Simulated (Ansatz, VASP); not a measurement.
## CaF2 in VASP and in Ansatz

```
Ca F
1.0
     0.00000    2.71945    2.71945
     2.71945    0.00000    2.71945
     2.71945    2.71945    0.00000
Ca F
1 2
Direct
  0.00000 0.00000 0.00000
  0.25000 0.25000 0.25000
  0.75000 0.75000 0.75000
```

Alike in both runs: functional r2SCAN; k mesh 14 × 14 × 14; occupations fermi-dirac, width 0.05 eV; no spin polarisation.

Ansatz relaxed the structure, and its values are those at the end. VASP's run is a single point on that final structure, the one shown.

|  | VASP | Ansatz |
| --- | --- | --- |
| version | VASP 6.6.1 | Ansatz 0.2.0 |
| potentials or method | VASP PAW PBE potentials, release 64 (Ca_sv, F) | PAW with Ansatz's default frozen-core files, scalar-relativistic |
| plane-wave cutoff (eV) | 660 | 500 |
| valence electrons in the cell | 24 | 24 |

```tsv
	VASP	Ansatz	Ansatz less VASP
pressure (GPa)	0.4	0.0	-0.41
```

VASP's potentials were made for PBE, not for r2SCAN.
